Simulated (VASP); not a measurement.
# Nb2MoN3 (P6/mmm) in VASP: single point with PBE

Aim: the single point of Nb2MoN3 with PBE.

Everything below comes from runs of VASP 6.6.1. Logs are shortened: lines on timing, memory, paths and dates and some standing lists are left out, and cuts for length are marked.

## Step 1: The cell of the first run

It takes space group P6/mmm (No. 191, hexagonal). The conventional cell has a = 5.253 Å, b = 5.253 Å, c = 2.903 Å, α = 90.00°, β = 90.00°, γ = 120.00°. Nb (site symmetry -6m2) has 6 N at 2.10 Å and 5 Nb at 2.90 to 3.03 Å within 3.1 Å. Mo (site symmetry 6/mmm) has 6 N at 2.63 Å and 2 Mo at 2.90 Å and 12 Nb at 3.36 Å within 3.5 Å. Within 3.0 Å of N (site symmetry mmm) lie 4 Nb at 2.10 Å and 6 N at 2.63 to 2.90 Å and 2 Mo at 2.63 Å.

The cell was built from a structure type or drawn by symmetry, and may not be a known phase.

## Step 2: Single point, PBE, collinear spin

File INCAR:

```
SYSTEM = Nb2MoN3
PREC = Accurate ; ENCUT = 600
EDIFF = 1E-6 ; ISMEAR = 0
SIGMA = 0.15 ; LREAL = .False.
LASPH = .True. ; NELM = 200
ALGO = Normal ; ISIF = 2
LWAVE = .False. ; LCHARG = .False.
ISPIN = 2 ; MAGMOM = 0 0 1 0 0 0
LORBIT = 11 ; LMAXMIX = 4
GGA = PE ; NBANDS = 40
GGA_COMPAT = .False.
```

File KPOINTS:

```
regular mesh
0
Gamma
  3 3 3
  0 0 0
```

File POSCAR:

```
Nb2MoN3
1.0
    5.2533847643      0.0000000000      0.0000000000
   -2.6266923821      4.5495646617      0.0000000000
    0.0000000000      0.0000000000      2.9025672280
Nb Mo N
2 1 3
Direct
    0.3333333333      0.6666666667      0.5000000000
    0.6666666667      0.3333333333      0.5000000000
    0.0000000000      0.0000000000      0.0000000000
    0.5000000000      0.0000000000      0.0000000000
    0.0000000000      0.5000000000      0.0000000000
    0.5000000000      0.5000000000      0.0000000000
```

Potentials or basis: VASP PAW PBE potentials, release 64 (Nb_sv, Mo_sv, N).

Launch:

```console
$ cat potpaw_PBE.64/Nb_sv/POTCAR potpaw_PBE.64/Mo_sv/POTCAR potpaw_PBE.64/N/POTCAR > POTCAR
$ mpirun -np 1 vasp_std > vasp.out
```

OUTCAR:

```text
SYSTEM = Nb2MoN3
   PREC = Accurate
   ENCUT = 600
   EDIFF = 1E-6
   ISMEAR = 0
   LREAL = .False.
   LASPH = .True.
   NELM = 200
   ISIF = 2
   ISPIN = 2
   LORBIT = 11
   GGA = PE

 ion  position               nearest neighbor table
   1  0.333  0.667  0.500-   4 2.10   4 2.10   5 2.10   5 2.10   6 2.10   6 2.10   2 3.03   2 3.03
                             2 3.03
   2  0.667  0.333  0.500-   4 2.10   4 2.10   5 2.10   5 2.10   6 2.10   6 2.10   1 3.03   1 3.03
                             1 3.03
   3  0.000  0.000  0.000-   5 2.63   5 2.63   6 2.63   6 2.63   4 2.63   4 2.63
   4  0.500  0.000  0.000-   1 2.10   2 2.10   1 2.10   2 2.10   3 2.63   3 2.63
   5  0.000  0.500  0.000-   1 2.10   2 2.10   1 2.10   2 2.10   3 2.63   3 2.63
   6  0.500  0.500  0.000-   1 2.10   2 2.10   1 2.10   2 2.10   3 2.63   3 2.63

  LATTYP: Found a hexagonal cell.
 ALAT       =     5.2533847643
 C/A-ratio  =     0.5525137332

  Lattice vectors:

 A1 = (   5.2533847643,   0.0000000000,   0.0000000000)
 A2 = (  -2.6266923821,   4.5495646617,   0.0000000000)
 A3 = (   0.0000000000,   0.0000000000,   2.9025672280)

Analysis of symmetry for initial positions (statically):
=====================================================================
 Subroutine PRICEL returns:
 Original cell was already a primitive cell.

 Routine SETGRP: Setting up the symmetry group for a
 hexagonal supercell.

 Subroutine GETGRP returns: Found 24 space group operations
 (whereof 24 operations were pure point group operations)
 out of a pool of 24 trial point group operations.

The static configuration has the point symmetry D_6h.

Analysis of symmetry for dynamics (positions and initial velocities):
=====================================================================
 Subroutine PRICEL returns:
 Original cell was already a primitive cell.

 Routine SETGRP: Setting up the symmetry group for a
 hexagonal supercell.

 Subroutine GETGRP returns: Found 24 space group operations
 (whereof 24 operations were pure point group operations)
 out of a pool of 24 trial point group operations.

The dynamic configuration has the point symmetry D_6h.

Analysis of structural, dynamic, and magnetic symmetry:
=====================================================================
 Subroutine PRICEL returns:
 Original cell was already a primitive cell.

 Routine SETGRP: Setting up the symmetry group for a
 hexagonal supercell.

 Subroutine GETGRP returns: Found 24 space group operations
[... 125 lines left out ...]
  energy-cutoff  :      600.00
  volume of cell :       69.37
 maximum number of plane-waves:      2328
 NGX is ok and might be reduce to    42
   NGX = 21   NGY = 21   NGZ = 11

 number of electron      54.9999993 magnetization       0.2637959

 Free energy of the ion-electron system (eV)
  ---------------------------------------------------
  ext. energy  EPLUGINS =         0.00000000
  ---------------------------------------------------
  free energy    TOTEN  =       -59.46669649 eV

  energy without entropy =      -59.44299946  energy(sigma->0) =      -59.45484797

 E-fermi :  11.7793     XC(G=0): -12.8595

 val. band max:       11.5628849627   @ k =   0.3333   0.0000   0.3333
 cond. band min:      11.8041266436   @ k =   0.3333   0.0000   0.3333
 fundamental gap:      0.2412416809
 Fermi energy:        11.7792870889

 spin component 1

 k-point     1 :       0.0000    0.0000    0.0000
  band No.  band energies     occupation
      1     -49.8500      1.00000
      2     -44.7656      1.00000
      3     -44.6727      1.00000
      4     -23.9750      1.00000
      5     -23.9750      1.00000
      6     -23.5120      1.00000
[... 241 lines left out ...]
     38      16.6905      0.00000
     39      17.6127      0.00000
 Fermi energy:        11.7792870889

 spin component 2

 k-point     1 :       0.0000    0.0000    0.0000
  band No.  band energies     occupation
      1     -49.6671      1.00000
      2     -44.7705      1.00000
      3     -44.6776      1.00000
      4     -23.7327      1.00000
      5     -23.7327      1.00000
      6     -23.3913      1.00000
[... 241 lines left out ...]
     38      16.7585      0.00000
     39      17.6227      0.00000
 [bands above 39 left out]

------------------------ aborting loop because EDIFF is reached ----------------------------------------

  FORCE on cell =-STRESS in cart. coord.  units (eV):
  Direction    XX          YY          ZZ          XY          YZ          ZX
  --------------------------------------------------------------------------------------
  -------------------------------------------------------------------------------------
  Total       -0.1953366     -0.1953366     -0.4542730     -0.0000000     -0.0000000      0.0000000
  in kB       -4.5113123     -4.5113123    -10.4914660     -0.0000000     -0.0000000      0.0000000
  external PRESSURE =      -6.5046969 kB  Pullay stress =       0.0000000 kB

 VOLUME and BASIS-vectors are now :
 -----------------------------------------------------------------------------
  energy-cutoff  :      600.00
  volume of cell :       69.37
      direct lattice vectors                 reciprocal lattice vectors
     5.253384764  0.000000000  0.000000000     0.190353466  0.109900625  0.000000000
    -2.626692382  4.549564662  0.000000000     0.000000000  0.219801250  0.000000000
     0.000000000  0.000000000  2.902567228     0.000000000  0.000000000  0.344522597

 POSITION                                       TOTAL-FORCE (eV/Angst)
 -----------------------------------------------------------------------------------
     -0.00000      3.03304      1.45128         0.000000     -0.000000     -0.000000
      2.62669      1.51652      1.45128        -0.000000      0.000000      0.000000
      0.00000      0.00000      0.00000        -0.000000      0.000000     -0.000000
      2.62669      0.00000      0.00000         0.000000      0.000000     -0.000000
     -1.31335      2.27478      0.00000         0.000000      0.000000     -0.000000
      1.31335      2.27478      0.00000        -0.000000      0.000000     -0.000000
 -----------------------------------------------------------------------------------
    total drift:                                0.000000      0.000000     -0.000000

  FREE ENERGIE OF THE ION-ELECTRON SYSTEM (eV)
  ---------------------------------------------------
  free  energy   TOTEN  =       -59.4666964883 eV

  energy  without entropy=      -59.4429994609  energy(sigma->0) =      -59.45484797

 total charge

# of ion       s       p       d       tot
------------------------------------------
    1        2.183   6.104   2.326  10.613
    2        2.183   6.104   2.326  10.613
    3        2.204   6.097   3.771  12.072
    4        1.259   2.494   0.000   3.754
    5        1.259   2.494   0.000   3.754
    6        1.259   2.494   0.000   3.754
--------------------------------------------------
tot         10.348  25.788   8.424  44.559

 magnetization (x)

# of ion       s       p       d       tot
------------------------------------------
    1       -0.000  -0.000  -0.006  -0.007
    2       -0.000  -0.000  -0.006  -0.007
    3        0.003   0.003   0.268   0.274
    4        0.001  -0.007   0.000  -0.006
    5        0.001  -0.007   0.000  -0.006
    6        0.001  -0.007   0.000  -0.006
--------------------------------------------------
tot          0.007  -0.020   0.256   0.243
```

Run time: 2 min. Hardware: 1 thread of Intel Xeon 8259CL, shared host; peak memory 0.24 GiB.

Results:

```
Free energy                                           : -59.4667 eV
Pressure                                              : -0.7 GPa
Net moment                                            : 0.26 μB per cell
Site moments                                          : Nb -0.01; Mo +0.27; N -0.01 μB
Valence electrons inside the program's atomic spheres : Nb 10.61; Mo 12.07; N 3.75
```

Caveat: the k points lie up to 0.72 Å⁻¹ apart.
